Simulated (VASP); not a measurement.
# KF in VASP: a series of runs

KF is run at these levels: r2SCAN, PBEsol, PBE; tasks: single point.

Everything below comes from runs of VASP 6.6.1. Logs are shortened: lines on timing, memory, paths and dates and some standing lists are left out, and cuts for length are marked.

### Step 1. The cell of the first run

The structure is cubic, space group Fm-3m (No. 225). Conventional cell: a = 5.309 Å, b = 5.309 Å, c = 5.309 Å, α = 90.00°, β = 90.00°, γ = 90.00°. K (site symmetry m-3m) has 6 F at 2.65 Å within 3.5 Å. F (site symmetry m-3m) has 6 K at 2.65 Å within 3.5 Å.

### Step 2. Single point, r2SCAN

POSCAR reads:

```
KF
1.0
    0.0000000000      2.6544134050      2.6544134050
    2.6544134050      0.0000000000      2.6544134050
    2.6544134050      2.6544134050      0.0000000000
K F
1 1
Direct
    0.0000000000      0.0000000000      0.0000000000
    0.5000000000      0.5000000000      0.5000000000
```

INCAR.step1 reads:

```
PREC     = Accurate       # precision mode
ENCUT    = 660            # plane-wave cutoff, eV
ISMEAR   = 0              # smearing method
SIGMA    = 0.1            # smearing width, eV
LREAL    = False          # projectors in reciprocal space
LASPH    = True           # aspherical terms in the spheres
NELM     = 120            # most SCF steps
NBANDS   = 15             # bands
GGA      = PE             # functional
ALGO     = Normal         # electronic algorithm
EDIFF    = 1E-5           # SCF threshold, eV
LWAVE    = True           # write WAVECAR
LCHARG   = False          # write CHGCAR
GGA_COMPAT= False
```

INCAR.step2 reads:

```
PREC     = Accurate       # precision mode
ENCUT    = 660            # plane-wave cutoff, eV
EDIFF    = 1E-6           # SCF threshold, eV
ISMEAR   = 0              # smearing method
SIGMA    = 0.1            # smearing width, eV
LREAL    = False          # projectors in reciprocal space
LASPH    = True           # aspherical terms in the spheres
NELM     = 120            # most SCF steps
ALGO     = Normal         # electronic algorithm
ISIF     = 2              # what is computed and relaxed
LWAVE    = False          # write WAVECAR
LCHARG   = False          # write CHGCAR
METAGGA  = R2SCAN         # meta-GGA
LMIXTAU  = True         
NBANDS   = 15             # bands
ISTART   = 1            
GGA_COMPAT= False
```

KPOINTS reads:

```
regular mesh
0
Gamma
  8 8 8
```

Potentials or basis: VASP PAW PBE potentials, release 64 (K_sv, F).

Launch:

```
> cat potpaw_PBE.64/K_sv/POTCAR potpaw_PBE.64/F/POTCAR > POTCAR
> cp INCAR.step1 INCAR
> mpirun -np 1 vasp_std > vasp.out
> cp INCAR.step2 INCAR
> mpirun -np 1 vasp_std > vasp.out
```

OUTCAR:

```text
PREC = Accurate
   ENCUT = 660
   EDIFF = 1E-6
   ISMEAR = 0
   LREAL = False
   LASPH = True
   NELM = 120
   ISIF = 2
   METAGGA = R2SCAN
   ISTART = 1

 ion  position               nearest neighbor table
   1  0.000  0.000  0.000-   2 2.65   2 2.65   2 2.65   2 2.65   2 2.65   2 2.65
   2  0.500  0.500  0.500-   1 2.65   1 2.65   1 2.65   1 2.65   1 2.65   1 2.65

  LATTYP: Found a face centered cubic cell.
 ALAT       =     5.3088268100

  Lattice vectors:

 A1 = (   0.0000000000,   2.6544134050,   2.6544134050)
 A2 = (   2.6544134050,   0.0000000000,   2.6544134050)
 A3 = (   2.6544134050,   2.6544134050,   0.0000000000)

Analysis of symmetry for initial positions (statically):
=====================================================================
 Subroutine PRICEL returns:
 Original cell was already a primitive cell.

 Routine SETGRP: Setting up the symmetry group for a
 face centered cubic supercell.

 Subroutine GETGRP returns: Found 48 space group operations
 (whereof 48 operations were pure point group operations)
 out of a pool of 48 trial point group operations.

The static configuration has the point symmetry O_h .

Analysis of symmetry for dynamics (positions and initial velocities):
=====================================================================
 Subroutine PRICEL returns:
 Original cell was already a primitive cell.

 Routine SETGRP: Setting up the symmetry group for a
 face centered cubic supercell.

 Subroutine GETGRP returns: Found 48 space group operations
 (whereof 48 operations were pure point group operations)
 out of a pool of 48 trial point group operations.

The dynamic configuration has the point symmetry O_h .

 Subroutine INISYM returns: Found 48 space group operations
 (whereof 48 operations are pure point group operations),
 and found     1 'primitive' translations

----------------------------------------------------------------------------------------

                                     Primitive cell

  volume of cell :      37.4055

  direct lattice vectors                    reciprocal lattice vectors
     0.000000000  2.654413405  2.654413405    -0.188365535  0.188365535  0.188365535
     2.654413405  0.000000000  2.654413405     0.188365535 -0.188365535  0.188365535
     2.654413405  2.654413405  0.000000000     0.188365535  0.188365535 -0.188365535

  length of vectors
     3.753907437  3.753907437  3.753907437     0.326258676  0.326258676  0.326258676

  position of ions in fractional coordinates (direct lattice)
     0.000000000  0.000000000  0.000000000
     0.500000000  0.500000000  0.500000000

  ion indices of the primitive-cell ions
   primitive index   ion index
                 1           1
                 2           2

----------------------------------------------------------------------------------------

 KPOINTS: regular mesh

Automatic generation of k-mesh.
 Grid dimensions read from file:
 generate k-points for:    8    8    8

 Generating k-lattice:

  Cartesian coordinates                     Fractional coordinates (reciprocal lattice)
    -0.023545692  0.023545692  0.023545692     0.125000000  0.000000000  0.000000000
     0.023545692 -0.023545692  0.023545692     0.000000000  0.125000000  0.000000000
     0.023545692  0.023545692 -0.023545692     0.000000000  0.000000000  0.125000000

  Length of vectors
     0.040782335  0.040782335  0.040782335

  Shift w.r.t. Gamma in fractional coordinates (k-lattice)
     0.000000000  0.000000000  0.000000000

 Subroutine IBZKPT returns following result:
 ===========================================

 Found     29 irreducible k-points:

 Following reciprocal coordinates:
            Coordinates               Weight
  0.000000  0.000000  0.000000      1.000000
  0.125000  0.000000  0.000000      8.000000
  0.250000  0.000000  0.000000      8.000000
  0.375000  0.000000  0.000000      8.000000
  0.500000  0.000000  0.000000      4.000000
  0.125000  0.125000  0.000000      6.000000
[... 16 lines left out ...]
  0.500000  0.250000  0.125000     48.000000
 -0.375000  0.250000  0.125000     24.000000
 [... further k-points ...]
   k-points           NKPTS =     29   k-points in BZ     NKDIM =     29   number of bands    NBANDS=     15
   number of dos      NEDOS =    301   number of ions     NIONS =      2
   total plane-waves  NPLWV =  32768
   dimension x,y,z NGX =    32 NGY =   32 NGZ =   32
   dimension x,y,z NGXF=    64 NGYF=   64 NGZF=   64
   ions per type =               1   1
   NGX,Y,Z   is equivalent  to a cutoff of  14.17, 14.17, 14.17 a.u.
   NGXF,Y,Z  is equivalent  to a cutoff of  28.34, 28.34, 28.34 a.u.
 SYSTEM =  unknown system
   PREC   = accura    normal or accurate (medium, high low for compatibility)
   ISTART =      1    job   : 0-new  1-cont  2-samecut
   ICHARG =      0    charge: 1-file 2-atom 10-const
   ISPIN  =      1    spin polarized calculation?
   LNONCOLLINEAR =      F non collinear calculations
   LSORBIT =      F    spin-orbit coupling
   LASPH  =      T    aspherical Exc in radial PAW
   ENCUT  =  660.0 eV  48.51 Ry    6.96 a.u.   7.86  7.86  7.86*2*pi/ulx,y,z
   NELM   =    120;   NELMIN=  2; NELMDL=  0     # of ELM steps
   EDIFF  = 0.1E-05   stopping-criterion for ELM
   LREAL  =      F    real-space projection
   EDIFFG = 0.1E-04   stopping-criterion for IOM
   NSW    =      0    number of steps for IOM
   IBRION =     -1    ionic relax: 0-MD 1-quasi-New 2-CG
   NFREE  =      0    steps in history (QN), initial steepest desc. (CG)
   ISIF   =      2    stress and relaxation
   ISYM   =      2    0-nonsym 1-usesym 2-fastsym
   POTIM  = 0.5000    time-step for ionic-motion
   TEBEG  =    0.0;   TEEND  =   0.0 temperature during run
   PSTRESS=    0.0 pullay stress
   NELECT =      16.0000    total number of electrons
   NUPDOWN=      -1.0000    fix difference up-down
   EMIN   =  10.00;   EMAX   =-10.00  energy-range for DOS
   EFERMI =   0.00;   METHOD = LEGACY
   ISMEAR =     0;   SIGMA  =   0.10  broadening in eV -4-tet -1-fermi 0-gaus
   EFERMI_NEDOS =   21; number of points for ismear=-14 and -15
   IALGO  =     38    algorithm
   IMIX   =      4    mixing-type and parameters
     AMIX     =   0.40;   BMIX     =  1.00
     AMIX_MAG =   1.60;   BMIX_MAG =  1.00
  volume/ion in A,a.u.               =      18.70       126.21
  Fermi-wavevector in a.u.,A,eV,Ry     =   1.233492  2.330962 20.701292  1.521502
  Thomas-Fermi vector in A             =   2.368220
   LORBIT       =      0    0 simple, 1 ext, 2 COOP (PROOUT), +10 PAW based schemes
   METAGGA = R2SCAN    functional components
   LHFCALC =     F    Hartree Fock is set to
   AEXX    =    0.0000 exact exchange contribution
   IVDW    =     0    specifies the selected vdW correction
   LEPSILON=     F    determine dielectric tensor
   LRPA    =     F    only Hartree local field effects (RPA)
 non-spin polarized calculation
 Gauss-broadening in eV      SIGMA  =   0.10
  energy-cutoff  :      660.00
  volume of cell :       37.41
 maximum number of plane-waves:      1459
   NGX = 15   NGY = 15   NGZ = 15

 number of electron      16.0000000 magnetization

 Free energy of the ion-electron system (eV)
  ---------------------------------------------------
  ext. energy  EPLUGINS =         0.00000000
  ---------------------------------------------------
  free energy    TOTEN  =       -14.97715401 eV

  energy without entropy =      -14.97715401  energy(sigma->0) =      -14.97715401

 E-fermi :  -2.7954     XC(G=0):  -8.9968

 val. band max:       -3.3036415068   @ k =   0.0000   0.0000   0.0000
 cond. band min:       3.6361571455   @ k =   0.0000   0.0000   0.0000
 fundamental gap:      6.9397986523
 Fermi energy:        -2.7953560996

 k-point     1 :       0.0000    0.0000    0.0000
  band No.  band energies     occupation
      1     -30.3670      2.00000
      2     -23.1026      2.00000
      3     -12.8382      2.00000
      4     -12.8382      2.00000
      5     -12.8382      2.00000
      6      -3.3036      2.00000
      7      -3.3036      2.00000
      8      -3.3036      2.00000
      9       3.6362      0.00000
     10       8.2074      0.00000
     11       8.2074      0.00000
     12       8.2074      0.00000
     13      10.0968      0.00000
     14      10.0968      0.00000
     15      14.0240      0.00000

 k-point     2 :       0.1250    0.0000    0.0000
  band No.  band energies     occupation
      1     -30.3519      2.00000
      2     -23.1165      2.00000
      3     -12.8806      2.00000
      4     -12.8436      2.00000
      5     -12.8436      2.00000
      6      -3.4397      2.00000
      7      -3.3567      2.00000
      8      -3.3567      2.00000
      9       4.0757      0.00000
     10       7.9065      0.00000
     11       8.4284      0.00000
     12       8.4284      0.00000
     13      10.2486      0.00000
     14      10.2486      0.00000
     15      14.8596      0.00000

 k-point     3 :       0.2500    0.0000    0.0000
  band No.  band energies     occupation
      1     -30.3153      2.00000
      2     -23.1503      2.00000
      3     -12.9820      2.00000
      4     -12.8565      2.00000
      5     -12.8565      2.00000
      6      -3.7326      2.00000
      7      -3.4827      2.00000
      8      -3.4827      2.00000
      9       5.1674      0.00000
     10       7.5081      0.00000
     11       8.9815      0.00000
     12       8.9815      0.00000
     13      10.7143      0.00000
     14      10.7143      0.00000
     15      16.1750      0.00000
[... 343 lines left out ...]
 k-point    23 :       0.5000    0.2500    0.1250
  band No.  band energies     occupation
      1     -30.2620      2.00000
      2     -23.1706      2.00000
      3     -13.1263      2.00000
      4     -13.0466      2.00000
      5     -12.9044      2.00000
      6      -3.8590      2.00000
      7      -3.6034      2.00000
      8      -3.4569      2.00000
      9       6.6454      0.00000
     10       7.0701      0.00000
     11       9.4388      0.00000
     12      10.2199      0.00000
     13      11.2844      0.00000
     14      12.2663      0.00000
     15      14.2500      0.00000

 k-point    24 :      -0.3750    0.2500    0.1250
  band No.  band energies     occupation
      1     -30.2503      2.00000
      2     -23.1767      2.00000
      3     -13.1727      2.00000
      4     -13.0637      2.00000
      5     -12.9123      2.00000
      6      -3.8652      2.00000
      7      -3.5811      2.00000
      8      -3.5543      2.00000
      9       6.7846      0.00000
     10       7.5072      0.00000
     11       9.4048      0.00000
     12      10.4016      0.00000
     13      11.7764      0.00000
     14      12.8233      0.00000
     15      13.2905      0.00000

 [... further k-points ...]

------------------------ aborting loop because EDIFF is reached ----------------------------------------

  FORCE on cell =-STRESS in cart. coord.  units (eV):
  Direction    XX          YY          ZZ          XY          YZ          ZX
  --------------------------------------------------------------------------------------
  -------------------------------------------------------------------------------------
  Total        0.0309551      0.0309551      0.0309551     -0.0000000      0.0000000     -0.0000000
  in kB        1.3258907      1.3258907      1.3258907     -0.0000000      0.0000000     -0.0000000
  external PRESSURE =       1.3258907 kB  Pullay stress =       0.0000000 kB

 VOLUME and BASIS-vectors are now :
 -----------------------------------------------------------------------------
  energy-cutoff  :      660.00
  volume of cell :       37.41
      direct lattice vectors                 reciprocal lattice vectors
     0.000000000  2.654413405  2.654413405    -0.188365535  0.188365535  0.188365535
     2.654413405  0.000000000  2.654413405     0.188365535 -0.188365535  0.188365535
     2.654413405  2.654413405  0.000000000     0.188365535  0.188365535 -0.188365535

 POSITION                                       TOTAL-FORCE (eV/Angst)
 -----------------------------------------------------------------------------------
      0.00000      0.00000      0.00000        -0.000000      0.000000      0.000000
      2.65441      2.65441      2.65441         0.000000     -0.000000     -0.000000
 -----------------------------------------------------------------------------------
    total drift:                                0.000000     -0.000000      0.000000

  FREE ENERGIE OF THE ION-ELECTRON SYSTEM (eV)
  ---------------------------------------------------
  free  energy   TOTEN  =       -14.9771540107 eV

  energy  without entropy=      -14.9771540107  energy(sigma->0) =      -14.97715401
```

Run time: 71 s. Hardware: 1 thread of AMD EPYC 7R13 (Zen 3), shared host; peak memory 0.17 GiB.

What came out:

| Quantity | Value |
| --- | --- |
| Free energy | -14.9772 eV |
| Pressure | 0.1 GPa |
| Band gap on the k mesh | 6.94 eV |

Levels at points of the mesh, in eV from the valence-band top:
```csv
k point,band 6,band 7,band 8,band 9,band 10,band 11
"(0.00, 0.00, 0.00)",0.00,0.00,0.00,6.94,11.51,11.51
"(0.50, 0.00, 0.00)",-0.78,-0.35,-0.35,9.76,11.40,13.02
"(0.50, 0.50, 0.00)",-0.19,-0.05,-0.05,8.78,11.34,12.59
```

Caveat: the PAW data sets were made with another functional, which shifts forces and pressure a little. A k mesh can miss the band edges.

### Step 3. Single point, PBEsol, collinear spin, zero start

INCAR reads:

```
SYSTEM = KF
ALGO = Normal
EDIFF = 1E-6
ENCUT = 600
GGA = PS
GGA_COMPAT = .False.
ISIF = 2
ISMEAR = 0
ISPIN = 2
LASPH = .True.
LCHARG = .False.
LORBIT = 11
LREAL = .False.
LWAVE = .False.
MAGMOM = 0 0
NBANDS = 19
NELM = 200
PREC = Accurate
SIGMA = 0.1
```

KPOINTS reads:

```
k-points
0
Gamma
  8 8 8
  0 0 0
```

POSCAR is that of step 2.

Potentials or basis: VASP PAW PBE potentials, release 64 (K_sv, F).

Launch:

```
> cat potpaw_PBE.64/K_sv/POTCAR potpaw_PBE.64/F/POTCAR > POTCAR
> mpirun -np 1 vasp_std > vasp.out
```

Run time: 49 s. Hardware: 1 thread of AMD EPYC 7R13 (Zen 3), shared host; peak memory 0.18 GiB.

Results (log left out):

| Property | Result |
| --- | --- |
| Free energy | -8.5217 eV |
| Pressure | 0.0 GPa |
| Band gap on the k mesh | 6.13 eV |
| Net moment | 0.00 μB per cell |
| Valence electrons inside the program's atomic spheres | K 7.57; F 6.07 |

Levels at points of the mesh, in eV from the valence-band top:
Spin up:
| k point | band 6 | band 7 | band 8 | band 9 | band 10 | band 11 |
| --- | --- | --- | --- | --- | --- | --- |
| (0.00, 0.00, 0.00) | 0.00 | 0.00 | 0.00 | 6.13 | 10.69 | 10.69 |
| (0.50, 0.00, 0.00) | -0.84 | -0.37 | -0.37 | 9.05 | 10.60 | 12.14 |
| (0.50, 0.50, 0.00) | -0.20 | -0.05 | -0.05 | 8.11 | 10.34 | 11.81 |
Spin down:
| k point | band 4 | band 5 | band 6 | band 7 | band 8 | band 9 | band 10 | band 11 | band 12 | band 13 |
| --- | --- | --- | --- | --- | --- | --- | --- | --- | --- | --- |
| (0.00, 0.00, 0.00) | -9.21 | -9.21 | 0.00 | 0.00 | 0.00 | 6.13 | 10.69 | 10.69 | 10.69 | 12.39 |
| (0.50, 0.00, 0.00) | -9.24 | -9.24 | -0.84 | -0.37 | -0.37 | 9.05 | 10.60 | 12.14 | 12.14 | 14.45 |
| (0.50, 0.50, 0.00) | -9.44 | -9.44 | -0.20 | -0.05 | -0.05 | 8.11 | 10.34 | 11.81 | 13.71 | 14.40 |

Caveat: the PAW data sets were made with another functional, which shifts forces and pressure a little.

[end of part 1 of 2]
